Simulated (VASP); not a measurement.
# Ba2SrN2 (P-3m1) in VASP: vibrations by perturbation theory with PBE

Aim: the vibrations by perturbation theory of Ba2SrN2 with PBE.

All numbers are computed with VASP 6.6.1; they aren't measurements. Logs are shortened: lines on timing, memory, paths and dates and some standing lists are left out, and cuts for length are marked.

**1. The cell of the first run**

Symmetry: P-3m1, No. 164, trigonal system. Conventional cell: a = 3.931 Å, b = 3.931 Å, c = 10.561 Å, α = 90.00°, β = 90.00°, γ = 120.00°. Within 3.5 Å of Ba (site symmetry 3m) lie 3 N at 2.62 Å. Sr (site symmetry -3m) has 6 N at 2.83 Å and 6 Ba at 3.77 Å and 6 Sr at 3.93 Å within 4.0 Å. N (site symmetry 3m) has 3 Ba at 2.62 Å and 3 Sr at 2.83 Å within 3.5 Å.

**2. Vibrations by perturbation theory, PBE**

INCAR reads:

```
SYSTEM = Ba2SrN2
ALGO = Normal
EDIFF = 1E-8
ENCUT = 520
GGA = PE
IBRION = 8
ISIF = 2
ISMEAR = -1
LASPH = .True.
LCHARG = .False.
LREAL = .False.
LWAVE = .False.
NELM = 80
NSW = 1
PREC = Accurate
SIGMA = 0.05
```

KPOINTS reads:

```
k-points
0
Gamma
  6 6 2
  0 0 0
```

POSCAR reads:

```
Ba2SrN2
1.0
    3.9305736100      0.0000000000      0.0000000000
   -1.9652868100      3.4039766000      0.0000000000
    0.0000000000      0.0000000000     10.5606640100
Ba Sr N
2 1 2
Direct
    0.6666666725      0.3333333314      0.2154780000
    0.3333333315      0.6666666716      0.7845220000
    0.0000000000      0.0000000000      0.4999999995
    0.6666666725      0.3333333314      0.6607439999
    0.3333333315      0.6666666716      0.3392560001
```

Potentials or basis: VASP PAW PBE potentials, release 64 (Ba_sv, Sr_sv, N).

The run is started by

```console
cat potpaw_PBE.64/Ba_sv/POTCAR potpaw_PBE.64/Sr_sv/POTCAR potpaw_PBE.64/N/POTCAR > POTCAR
mpirun -np 1 vasp_std > vasp.out
```

OUTCAR:

```text
SYSTEM = Ba2SrN2
   EDIFF = 1E-8
   ENCUT = 520
   GGA = PE
   IBRION = 8
   ISIF = 2
   ISMEAR = -1
   LASPH = .True.
   LREAL = .False.
   NELM = 80
   NSW = 1
   PREC = Accurate

 ion  position               nearest neighbor table
   1  0.667  0.333  0.215-   5 2.62   5 2.62   5 2.62   3 3.77   3 3.77   3 3.77
   2  0.333  0.667  0.785-   4 2.62   4 2.62   4 2.62   3 3.77   3 3.77   3 3.77
   3  0.000  0.000  0.500-   5 2.83   4 2.83   5 2.83   4 2.83   5 2.83   4 2.83   1 3.77   2 3.77
                             1 3.77   1 3.77   2 3.77   2 3.77
   4  0.667  0.333  0.661-   2 2.62   2 2.62   2 2.62   3 2.83   3 2.83   3 2.83
   5  0.333  0.667  0.339-   1 2.62   1 2.62   1 2.62   3 2.83   3 2.83   3 2.83

  LATTYP: Found a hexagonal cell.
 ALAT       =     3.9305736100
 C/A-ratio  =     2.6867997035

  Lattice vectors:

 A1 = (   3.9305736100,   0.0000000000,   0.0000000000)
 A2 = (  -1.9652868100,   3.4039766000,   0.0000000000)
 A3 = (   0.0000000000,   0.0000000000,  10.5606640100)

Analysis of symmetry for initial positions (statically):
=====================================================================
 Subroutine PRICEL returns:
 Original cell was already a primitive cell.

 Routine SETGRP: Setting up the symmetry group for a
 hexagonal supercell.

 Subroutine GETGRP returns: Found 12 space group operations
 (whereof 12 operations were pure point group operations)
 out of a pool of 24 trial point group operations.

The static configuration has the point symmetry D_3d.

[... 588 lines left out ...]
  ---------------------------------------------------
  ---------------------------------------------------
  free energy    TOTEN  =        -0.24266946 eV

  energy without entropy =       -0.24267406

------------------------ aborting loop because EDIFF is reached ----------------------------------------

 INTERNAL STRAIN TENSOR  FOR ION    4  DIRECTION 3   (eV/Angst):
 -----------------------------------------------------------------------------
     3.71902 -0.00000 -0.00000
    -0.00000  3.71902  0.00000
    -0.00000  0.00000  1.54319

 INTERNAL STRAIN TENSOR FOR ION    5 for displacements in x,y,z  (eV/Angst):
          X           Y           Z          XY          YZ          ZX
  --------------------------------------------------------------------------------
  x     0.00000    -0.00000     0.00000    -1.35860     0.00000    -1.44035
  y    -1.35860     1.35860     0.00000    -0.00000    -1.33133     0.00000
  z    -3.71902    -3.71902    -1.54319     0.00000     0.00000     0.00000

 SECOND DERIVATIVES (NOT SYMMETRIZED)
 ------------------------------------
               1X          1Y          1Z          2X          2Y          2Z          3X          3Y          3Z          4X          4Y          4Z          5X          5Y          5Z
  1X    -2.514480    0.000000    0.000000   -0.017877    0.000000    0.000000    0.481096   -0.000000    0.000000    0.018752   -0.000000   -0.000000    2.032510   -0.000000   -0.000000
  1Y     0.000000   -2.514481    0.000000    0.000000   -0.017877   -0.000000   -0.000000    0.481096    0.000000   -0.000000    0.018752   -0.000000   -0.000000    2.032510    0.000000
  1Z    -0.000000    0.000000   -6.885670    0.000000    0.000000    0.153119    0.000000    0.000000    2.266823   -0.000000    0.000000   -0.193471   -0.000000    0.000000    4.659199
  2X    -0.017877    0.000000    0.000000   -2.514480    0.000000    0.000000    0.481096   -0.000000    0.000000    2.032510   -0.000000   -0.000000    0.018752   -0.000000   -0.000000
  2Y     0.000000   -0.017877   -0.000000    0.000000   -2.514481    0.000000   -0.000000    0.481096    0.000000   -0.000000    2.032510    0.000000   -0.000000    0.018752   -0.000000
  2Z     0.000000    0.000000    0.153119   -0.000000    0.000000   -6.885670    0.000000    0.000000    2.266823   -0.000000    0.000000    4.659199   -0.000000    0.000000   -0.193471
  3X     0.479440   -0.000000    0.000000    0.479440   -0.000000    0.000000   -1.150238    0.000000    0.000000    0.095679   -0.000000    0.000000    0.095679   -0.000000    0.000000
  3Y    -0.000000    0.479440    0.000000   -0.000000    0.479440    0.000000    0.000000   -1.150238    0.000000   -0.000000    0.095679    0.000000   -0.000000    0.095679    0.000000
  3Z     0.000000    0.000000    2.288511    0.000000    0.000000    2.288511    0.000000    0.000000   -6.492811    0.000000    0.000000    0.957894    0.000000    0.000000    0.957894
  4X     0.020847   -0.000000   -0.000000    2.030569   -0.000000    0.000000    0.098860   -0.000000    0.000000   -2.473746    0.000000    0.000000    0.323470   -0.000000    0.000000
  4Y    -0.000000    0.020847   -0.000000   -0.000000    2.030569    0.000000   -0.000000    0.098860    0.000000    0.000000   -2.473746    0.000000   -0.000000    0.323470    0.000000
  4Z     0.000000    0.000000   -0.212318   -0.000000    0.000000    4.649374    0.000000    0.000000    0.980390    0.000000    0.000000   -6.519862    0.000000    0.000000    1.102417
  5X     2.030569   -0.000000    0.000000    0.020847   -0.000000   -0.000000    0.098860   -0.000000    0.000000    0.323470   -0.000000    0.000000   -2.473746    0.000000    0.000000
  5Y    -0.000000    2.030569    0.000000   -0.000000    0.020847   -0.000000   -0.000000    0.098860    0.000000   -0.000000    0.323470    0.000000    0.000000   -2.473746    0.000000
  5Z    -0.000000    0.000000    4.649374    0.000000    0.000000   -0.212318    0.000000    0.000000    0.980390    0.000000    0.000000    1.102417    0.000000    0.000000   -6.519862

 Eigenvectors and eigenvalues of the dynamical matrix
 ----------------------------------------------------

   1 f  =   11.783696 THz    74.039143 2PiTHz  393.061776 cm-1    48.733427 meV
             X         Y         Z           dx          dy          dz
      1.965287  1.134659  2.275591    -0.000000   -0.000000   -0.148170
     -0.000000  2.269318  8.285073     0.000000    0.000000    0.148170
      0.000000  0.000000  5.280332    -0.000000   -0.000000   -0.000000
      1.965287  1.134659  6.977895    -0.000000   -0.000000   -0.691408
     -0.000000  2.269318  3.582769     0.000000    0.000000    0.691408
[... 105 lines left out ...]
  15 f/i=    0.003694 THz     0.023208 2PiTHz    0.123208 cm-1     0.015276 meV
             X         Y         Z           dx          dy          dz
      1.965287  1.134659  2.275591     0.317216   -0.500626    0.000000
     -0.000000  2.269318  8.285073     0.317216   -0.500626    0.000000
      0.000000  0.000000  5.280332     0.254423   -0.401527    0.000000
      1.965287  1.134659  6.977895     0.101228   -0.159757    0.000000
     -0.000000  2.269318  3.582769     0.101228   -0.159757    0.000000

--------------------------------------------------------------------------------------------------------

 ELASTIC MODULI CONTR FROM IONIC RELAXATION (kBar)
 Direction    XX          YY          ZZ          XY          YZ          ZX
 --------------------------------------------------------------------------------
 XX        -137.9006    -78.2459   -221.1883      0.0000     42.9000     -0.0000
 YY         -78.2459   -137.9006   -221.1883      0.0000    -42.9000      0.0000
 ZZ        -221.1883   -221.1883   -629.6290      0.0000      0.0000      0.0000
 XY           0.0000      0.0000      0.0000    -29.8274      0.0000     38.5303
 YZ          42.9000    -42.9000      0.0000      0.0000   -237.3169      0.0000
 ZX          -0.0000      0.0000      0.0000     38.5303      0.0000   -215.8966
 --------------------------------------------------------------------------------
```

OSZICAR:

```text
N       E                     dE             d eps       ncg     rms          rms(c)
DAV:   1     0.301127818498E+03    0.30113E+03   -0.19266E+04   672   0.149E+03
DAV:   2    -0.128522004394E+02   -0.31398E+03   -0.30903E+03  1056   0.309E+02
DAV:   3    -0.344018516350E+02   -0.21550E+02   -0.21521E+02   840   0.839E+01
DAV:   4    -0.350013866357E+02   -0.59954E+00   -0.59923E+00  1168   0.121E+01
[... 149 lines left out ...]
RMM:  17    -0.242669451555E+00    0.10028E-07   -0.41116E-07  1571   0.458E-05    0.199E-05
RMM:  18    -0.242669465993E+00   -0.14438E-07   -0.93037E-08  1568   0.267E-05    0.209E-05
RMM:  19    -0.242669461474E+00    0.45187E-08   -0.16335E-07  1431   0.175E-05    0.715E-06
RMM:  20    -0.242669456512E+00    0.49617E-08   -0.22176E-08  1465   0.996E-06    0.707E-06
 Linear response finished
```

It took 27 min on 1 thread of Intel Xeon Platinum 8259CL at 2.50GHz (Skylake/Cascade Lake), shared host; peak memory 0.62 GiB.

Results:

```yaml
Highest_phonon_frequency_at_Γ: 393 cm⁻¹
```

Phonon frequencies in cm⁻¹ (negative: imaginary):
```csv
q point,frequencies
"(0.000, 0.000, 0.000)",0 0 0 44 44 68 68 87 158 214 214 239 239 337 393
```

Caveat: spin-orbit coupling is left out, which moves the levels of the heavy elements.
